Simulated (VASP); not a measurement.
# SiO2 (Fmmm) in VASP: further runs

The runs below take SiO2 through single point, with LDA.

Everything below comes from runs of VASP 6.6.1. Logs are shortened: lines on timing, memory, paths and dates and some standing lists are left out, and cuts for length are marked.

## Step 1: The cell of the first run

The structure is orthorhombic, space group Fmmm (No. 69). The conventional cell has a = 5.163 Å, b = 12.476 Å, c = 12.755 Å, α = 90.00°, β = 90.00°, γ = 90.00°. Within 2.1 Å of Si (site symmetry mm2) lie 4 O at 1.59 to 1.60 Å. Si (site symmetry m2m) has 4 O at 1.59 to 1.60 Å within 2.1 Å. Within 2.1 Å of O (site symmetry 2/m) lie 2 Si at 1.59 Å. Within 2.1 Å of O (site symmetry 2/m) lie 2 Si at 1.59 Å. Within 2.1 Å of O (site symmetry m) lie 2 Si at 1.60 Å.

## Step 2: Single point, LDA (biaxial strain in the a-b plane: -1.0 %, then relaxed in part)

Input file INCAR:

```
SYSTEM = SiO2
PREC = Accurate
ENCUT = 520
EDIFF = 1E-7
ISMEAR = 0
SIGMA = 0.02
LREAL = .False.
LASPH = .True.
NELM = 80
ALGO = Normal
ISIF = 2
LWAVE = .False.
LCHARG = .False.
GGA = CA
NBANDS = 44
```

Input file KPOINTS:

```
Automatic mesh
0
Gamma
  6 6 6
  0 0 0
```

Input file POSCAR:

```
SiO2
1.0
   -4.4107763928      4.4107763928      2.5812885984
    4.4107763928     -4.4107763928      2.5812885984
    4.5094791247      4.5094791247     -2.5812885984
Si O
4 8
Direct
    0.1768150124      0.1768150124      0.3536300247
    0.8240651812      0.1759348188      0.0000000000
    0.1759348188      0.8240651812      0.0000000000
    0.8231849876      0.8231849876      0.6463699753
    0.5000000000      0.5000000000      0.5000000000
    0.0000000000      0.5000000000      0.0000000000
    0.5000000000      0.0000000000      0.0000000000
    0.0000000000      0.0000000000      0.5000000000
   -0.0003299649      0.2086054938      0.2082755289
    0.7913945062      0.0003299649      0.7917244711
    0.2086054938     -0.0003299649      0.2082755289
    0.0003299649      0.7913945062      0.7917244711
```

Potentials or basis: VASP PAW LDA potentials, release 64 (Si, O).

Command:

```
cat potpaw_LDA.64/Si/POTCAR potpaw_LDA.64/O/POTCAR > POTCAR
mpirun -np 1 vasp_std > vasp.out
```

OUTCAR:

```text
SYSTEM = SiO2
   PREC = Accurate
   ENCUT = 520
   EDIFF = 1E-7
   ISMEAR = 0
   LREAL = .False.
   LASPH = .True.
   NELM = 80
   ISIF = 2
   GGA = CA

 ion  position               nearest neighbor table
   1  0.177  0.177  0.354-   5 1.59   8 1.59   9 1.60  11 1.60   2 3.15   3 3.15
   2  0.824  0.176  0.000-   6 1.59   7 1.59   9 1.60  10 1.60   1 3.15   4 3.15
   3  0.176  0.824  0.000-   6 1.59   7 1.59  11 1.60  12 1.60   1 3.15   4 3.15
   4  0.823  0.823  0.646-   5 1.59   8 1.59  10 1.60  12 1.60   2 3.15   3 3.15
   5  0.500  0.500  0.500-   1 1.59   4 1.59
   6  0.000  0.500  0.000-   2 1.59   3 1.59
   7  0.500  0.000  0.000-   2 1.59   3 1.59
   8  0.000  0.000  0.500-   1 1.59   4 1.59
   9  1.000  0.209  0.208-   1 1.60   2 1.60
  10  0.791  0.000  0.792-   4 1.60   2 1.60
  11  0.209  1.000  0.208-   1 1.60   3 1.60
  12  0.000  0.791  0.792-   4 1.60   3 1.60

  LATTYP: Found a face centered orthorhombic cell.
 ALAT       =     5.1625771968
 B/A-ratio  =     2.4165371509
 C/A-ratio  =     2.4706135305

  Lattice vectors:

 A1 = (   8.9202555175,   0.0987027319,  -0.0000000000)
 A2 = (   4.5094791247,   4.5094791247,   2.5812885984)
 A3 = (   4.4107763928,  -4.4107763928,   2.5812885984)

Analysis of symmetry for initial positions (statically):
=====================================================================
 Subroutine PRICEL returns:
 Original cell was already a primitive cell.

 Routine SETGRP: Setting up the symmetry group for a
 face centered orthorhombic supercell.

 Subroutine GETGRP returns: Found  8 space group operations
 (whereof  8 operations were pure point group operations)
 out of a pool of  8 trial point group operations.

The static configuration has the point symmetry D_2h.

Analysis of symmetry for dynamics (positions and initial velocities):
=====================================================================
 Subroutine PRICEL returns:
 Original cell was already a primitive cell.

 Routine SETGRP: Setting up the symmetry group for a
 face centered orthorhombic supercell.

 Subroutine GETGRP returns: Found  8 space group operations
 (whereof  8 operations were pure point group operations)
 out of a pool of  8 trial point group operations.

The dynamic configuration has the point symmetry D_2h.

 Subroutine INISYM returns: Found  8 space group operations
 (whereof  8 operations are pure point group operations),
 and found     1 'primitive' translations

----------------------------------------------------------------------------------------

                                     Primitive cell

  volume of cell :     205.3705

  direct lattice vectors                    reciprocal lattice vectors
    -4.410776393  4.410776393  2.581288598    -0.001240589  0.112118139  0.193701704
     4.410776393 -4.410776393  2.581288598     0.112118139 -0.001240589  0.193701704
     4.509479125  4.509479125 -2.581288598     0.110877551  0.110877551  0.000000000

  length of vectors
     6.750773852  6.750773852  6.879960376     0.223813240  0.223813240  0.156804536

  position of ions in fractional coordinates (direct lattice)
     0.176815012  0.176815012  0.353630025
     0.824065181  0.175934819  0.000000000
     0.175934819  0.824065181  0.000000000
     0.823184988  0.823184988  0.646369975
     0.500000000  0.500000000  0.500000000
     1.000000000  0.500000000  0.000000000
     0.500000000  1.000000000  0.000000000
     0.000000000  0.000000000  0.500000000
     0.999670035  0.208605494  0.208275529
     0.791394506  0.000329965  0.791724471
     0.208605494  0.999670035  0.208275529
     0.000329965  0.791394506  0.791724471

  ion indices of the primitive-cell ions
   primitive index   ion index
                 1           1
                 2           2
                 3           3
                 4           4
                 5           5
                 6           6
                 7           7
                 8           8
                 9           9
                10          10
                11          11
                12          12

----------------------------------------------------------------------------------------

 KPOINTS: Automatic mesh

Automatic generation of k-mesh.
 Grid dimensions read from file:
 generate k-points for:    6    6    6

 Generating k-lattice:

  Cartesian coordinates                     Fractional coordinates (reciprocal lattice)
    -0.000206765  0.018686357  0.032283617     0.166666667  0.000000000  0.000000000
     0.018686357 -0.000206765  0.032283617     0.000000000  0.166666667  0.000000000
     0.018479592  0.018479592  0.000000000     0.000000000  0.000000000  0.166666667

  Length of vectors
     0.037302207  0.037302207  0.026134089

  Shift w.r.t. Gamma in fractional coordinates (k-lattice)
     0.000000000  0.000000000  0.000000000

 Subroutine IBZKPT returns following result:
 ===========================================

 Found     46 irreducible k-points:

 Following reciprocal coordinates:
            Coordinates               Weight
  0.000000  0.000000  0.000000      1.000000
  0.166667  0.000000 -0.000000      8.000000
  0.333333  0.000000 -0.000000      8.000000
  0.500000 -0.000000 -0.000000      4.000000
  0.166667  0.166667 -0.000000      4.000000
  0.333333  0.166667 -0.000000      8.000000
[... 16 lines left out ...]
  0.333333  0.333333  0.166667      2.000000
 -0.333333  0.333333  0.166667      4.000000
 [... further k-points ...]
   k-points           NKPTS =     46   k-points in BZ     NKDIM =     46   number of bands    NBANDS=     44
   number of dos      NEDOS =    301   number of ions     NIONS =     12
   total plane-waves  NPLWV = 135000
   dimension x,y,z NGX =    50 NGY =   50 NGZ =   54
   dimension x,y,z NGXF=   100 NGYF=  100 NGZF=  108
   ions per type =               4   8
   NGX,Y,Z   is equivalent  to a cutoff of  12.31, 12.31, 13.05 a.u.
   NGXF,Y,Z  is equivalent  to a cutoff of  24.63, 24.63, 26.10 a.u.
 SYSTEM =  SiO2
   PREC   = accura    normal or accurate (medium, high low for compatibility)
   ISTART =      0    job   : 0-new  1-cont  2-samecut
   ICHARG =      2    charge: 1-file 2-atom 10-const
   ISPIN  =      1    spin polarized calculation?
   LNONCOLLINEAR =      F non collinear calculations
   LSORBIT =      F    spin-orbit coupling
   LASPH  =      T    aspherical Exc in radial PAW
   ENCUT  =  520.0 eV  38.22 Ry    6.18 a.u.  12.55 12.55 12.79*2*pi/ulx,y,z
   NELM   =     80;   NELMIN=  2; NELMDL= -5     # of ELM steps
   EDIFF  = 0.1E-06   stopping-criterion for ELM
   LREAL  =      F    real-space projection
   EDIFFG = 0.1E-05   stopping-criterion for IOM
   NSW    =      0    number of steps for IOM
   IBRION =     -1    ionic relax: 0-MD 1-quasi-New 2-CG
   NFREE  =      0    steps in history (QN), initial steepest desc. (CG)
   ISIF   =      2    stress and relaxation
   ISYM   =      2    0-nonsym 1-usesym 2-fastsym
   POTIM  = 0.5000    time-step for ionic-motion
   TEBEG  =    0.0;   TEEND  =   0.0 temperature during run
   PSTRESS=    0.0 pullay stress
   NELECT =      64.0000    total number of electrons
   NUPDOWN=      -1.0000    fix difference up-down
   EMIN   =  10.00;   EMAX   =-10.00  energy-range for DOS
   EFERMI =   0.00;   METHOD = LEGACY
   ISMEAR =     0;   SIGMA  =   0.02  broadening in eV -4-tet -1-fermi 0-gaus
   EFERMI_NEDOS =   21; number of points for ismear=-14 and -15
   IALGO  =     38    algorithm
   IMIX   =      4    mixing-type and parameters
     AMIX     =   0.40;   BMIX     =  1.00
     AMIX_MAG =   1.60;   BMIX_MAG =  1.00
  volume/ion in A,a.u.               =      17.11       115.49
  Fermi-wavevector in a.u.,A,eV,Ry     =   1.109913  2.097431 16.761102  1.231906
  Thomas-Fermi vector in A             =   2.246458
   LORBIT       =      0    0 simple, 1 ext, 2 COOP (PROOUT), +10 PAW based schemes
   GGA     = CA    functional components
   LHFCALC =     F    Hartree Fock is set to
   AEXX    =    0.0000 exact exchange contribution
   IVDW    =     0    specifies the selected vdW correction
   LEPSILON=     F    determine dielectric tensor
   LRPA    =     F    only Hartree local field effects (RPA)
 non-spin polarized calculation
 Gauss-broadening in eV      SIGMA  =   0.02
  energy-cutoff  :      520.00
  volume of cell :      205.37
 maximum number of plane-waves:      5577
   NGX = 25   NGY = 25   NGZ = 25

 number of electron      64.0000001 magnetization

 Free energy of the ion-electron system (eV)
  ---------------------------------------------------
  ext. energy  EPLUGINS =         0.00000000
  ---------------------------------------------------
  free energy    TOTEN  =      -103.58969075 eV

  energy without entropy =     -103.58969075  energy(sigma->0) =     -103.58969075

 E-fermi :  -1.0433     XC(G=0):  -7.8648

 val. band max:       -1.1897631015   @ k =   0.5000   0.5000   0.5000
 cond. band min:       4.1372315212   @ k =   0.0000   0.0000   0.0000
 fundamental gap:      5.3269946227
 Fermi energy:        -1.0432563317

 k-point     1 :       0.0000    0.0000    0.0000
  band No.  band energies     occupation
      1     -20.5394      2.00000
      2     -19.6362      2.00000
      3     -19.0981      2.00000
      4     -19.0435      2.00000
      5     -18.4326      2.00000
      6     -18.3832      2.00000
[... 36 lines left out ...]
     43       9.7745      0.00000
     44       9.8611      0.00000

 k-point     2 :       0.1667    0.0000   -0.0000
  band No.  band energies     occupation
      1     -20.4680      2.00000
      2     -19.6322      2.00000
      3     -19.1766      2.00000
      4     -19.0634      2.00000
      5     -18.4293      2.00000
      6     -18.3864      2.00000
[... 1026 lines left out ...]
 k-point    24 :      -0.3333    0.3333    0.1667
  band No.  band energies     occupation
      1     -20.3650      2.00000
      2     -19.9679      2.00000
      3     -19.2728      2.00000
      4     -18.7194      2.00000
      5     -18.3980      2.00000
      6     -18.3780      2.00000
[... 36 lines left out ...]
     43       9.3293      0.00000
     44       9.9172      0.00000

 [... further k-points ...]

------------------------ aborting loop because EDIFF is reached ----------------------------------------

  FORCE on cell =-STRESS in cart. coord.  units (eV):
  Direction    XX          YY          ZZ          XY          YZ          ZX
  --------------------------------------------------------------------------------------
  -------------------------------------------------------------------------------------
  Total        1.6475906      1.6475906      3.3640311     -1.0496435      0.0000000      0.0000000
  in kB       12.8535154     12.8535154     26.2441556     -8.1886900      0.0000000      0.0000000
  external PRESSURE =      17.3170621 kB  Pullay stress =       0.0000000 kB

 VOLUME and BASIS-vectors are now :
 -----------------------------------------------------------------------------
  energy-cutoff  :      520.00
  volume of cell :      205.37
      direct lattice vectors                 reciprocal lattice vectors
    -4.410776393  4.410776393  2.581288598    -0.001240589  0.112118139  0.193701704
     4.410776393 -4.410776393  2.581288598     0.112118139 -0.001240589  0.193701704
     4.509479125  4.509479125 -2.581288598     0.110877551  0.110877551  0.000000000

 POSITION                                       TOTAL-FORCE (eV/Angst)
 -----------------------------------------------------------------------------------
      1.59469      1.59469      0.00000         0.023055      0.023055     -0.000000
     -2.85876      2.85876      2.58129         0.020580     -0.020580      0.000000
      2.85876     -2.85876      2.58129        -0.020580      0.020580      0.000000
      2.91479      2.91479      2.58129        -0.023055     -0.023055     -0.000000
      2.25474      2.25474      1.29064        -0.000000      0.000000     -0.000000
      2.20539     -2.20539      1.29064         0.000000      0.000000     -0.000000
     -2.20539      2.20539      1.29064         0.000000      0.000000     -0.000000
      2.25474      2.25474     -1.29064         0.000000      0.000000     -0.000000
     -2.54999      4.42842      2.58129         0.002130     -0.000824     -0.000000
      0.08106      7.05947      0.00000         0.000824     -0.002130     -0.000000
      4.42842     -2.54999      2.58129        -0.000824      0.002130      0.000000
      7.05947      0.08106      0.00000        -0.002130      0.000824      0.000000
 -----------------------------------------------------------------------------------
    total drift:                               -0.000000     -0.000000      0.000000

  FREE ENERGIE OF THE ION-ELECTRON SYSTEM (eV)
  ---------------------------------------------------
  free  energy   TOTEN  =      -103.5896907507 eV

  energy  without entropy=     -103.5896907507  energy(sigma->0) =     -103.58969075
```

Run time: 15 min. Hardware: 1 thread of Oxide Virtual Turin-like, shared host; peak memory 0.43 GiB.

What came out:

- Free energy: -103.5897 eV
- Pressure: 1.7 GPa
- Largest force: 0.033 eV/Å
- Band gap on the k mesh: 5.33 eV (least direct gap 5.33 eV)

Forces on the atoms (eV/Å):
```
Si   0.023  0.023  0.000
Si   0.021 -0.021  0.000
Si  -0.021  0.021  0.000
Si  -0.023 -0.023  0.000
O    0.000  0.000  0.000
O    0.000  0.000  0.000
O    0.000  0.000  0.000
O    0.000  0.000  0.000
O    0.002 -0.001  0.000
O    0.001 -0.002  0.000
O   -0.001  0.002  0.000
O   -0.002  0.001  0.000
```

Levels at points of the mesh, in eV from the valence-band top:
```csv
k point,band 29,band 30,band 31,band 32,band 33,band 34,band 35,band 36
"(0.00, 0.00, 0.00)",-0.90,-0.65,-0.03,-0.01,5.33,8.20,8.59,9.03
"(0.50, 0.00, 0.00)",-1.18,-0.84,-0.64,-0.29,7.57,7.61,8.54,8.87
"(0.50, 0.50, 0.00)",-0.53,-0.40,-0.37,-0.22,6.43,6.93,8.60,8.92
"(0.00, 0.00, 0.50)",-0.46,-0.46,-0.36,-0.25,6.43,6.84,8.68,8.71
"(0.50, 0.50, 0.50)",-1.02,-0.21,-0.01,0.00,7.37,7.61,7.66,7.95
```

Caveat: the cell differs from its parent crystal (biaxial strain in the a-b plane: -1.0 %, then relaxed in part).

## Step 3: Single point, LDA (biaxial strain in the a-b plane: +1.0 %, then relaxed in part)

Input file INCAR:

```
  PREC = Accurate
  ENCUT = 520
  EDIFF = 1E-6
  ISMEAR = 0
  SIGMA = 0.02
  LREAL = False
  LASPH = True
  NELM = 100
  ALGO = Normal
  ISIF = 2
  LWAVE = False
  LCHARG = False
  GGA = CA
  NBANDS = 44
```

Input file KPOINTS:

```
regular mesh
0
Gamma
  6 6 6
```

Input file POSCAR:

```
SiO2
1.0
   -4.4998829866      4.4998829866      2.6334358428
    4.4998829866     -4.4998829866      2.6334358428
    4.4007760302      4.4007760302     -2.6334358428
Si O
4 8
Direct
    0.1770765555      0.1770765555      0.3541531109
    0.8221285128      0.1778714872      0.0000000000
    0.1778714872      0.8221285128      0.0000000000
    0.8229234445      0.8229234445      0.6458468891
    0.5000000000      0.5000000000      0.5000000000
    0.0000000000      0.5000000000      0.0000000000
    0.5000000000      0.0000000000      0.0000000000
    0.0000000000      0.0000000000      0.5000000000
    0.0003611903      0.2093789719      0.2097401622
    0.7906210281     -0.0003611903      0.7902598378
    0.2093789719      0.0003611903      0.2097401622
   -0.0003611903      0.7906210281      0.7902598378
```

Potentials or basis: VASP PAW LDA potentials, release 64 (Si, O).

Command:

```
cat potpaw_LDA.64/Si/POTCAR potpaw_LDA.64/O/POTCAR > POTCAR
mpirun -np 1 vasp_std > vasp.out
```

Run time: 14 min. Hardware: 1 thread of Oxide Virtual Turin-like, shared host; peak memory 0.44 GiB.

The run converged. Its results:

| Item | Value |
| --- | --- |
| Free energy | -103.6037 eV |
| Pressure | -0.8 GPa |
| Largest force | 0.034 eV/Å |
| Band gap on the k mesh | 5.31 eV |

Forces on the atoms (eV/Å):
```
Si   0.021  0.021  0.000
Si   0.024 -0.024  0.000
Si  -0.024  0.024  0.000
Si  -0.021 -0.021  0.000
O    0.000  0.000  0.000
O    0.000  0.000  0.000
O    0.000  0.000  0.000
O    0.000  0.000  0.000
O    0.004  0.000  0.000
O    0.000 -0.004  0.000
O    0.000  0.004  0.000
O   -0.004  0.000  0.000
```

Stress tensor (GPa, compression positive):
```
-0.40  0.82  0.00
 0.82 -0.40  0.00
 0.00  0.00 -1.73
```

Levels at points of the mesh, in eV from the valence-band top:
```
           k point  band 30  band 31  band 32  band 33  band 34  band 35
(0.00, 0.00, 0.00)    -0.76    -0.05     0.00     5.31     8.14     8.29
(0.50, 0.00, 0.00)    -0.78    -0.59    -0.25     7.54     7.56     8.50
(0.50, 0.50, 0.00)    -0.43    -0.41    -0.30     6.44     6.78     8.46
(0.00, 0.00, 0.50)    -0.44    -0.35    -0.28     6.43     6.87     8.35
(0.50, 0.50, 0.50)    -0.17    -0.02    -0.02     7.46     7.46     7.54
```

Caveat: the cell differs from its parent crystal (biaxial strain in the a-b plane: +1.0 %, then relaxed in part).

[end of part 1 of 2]
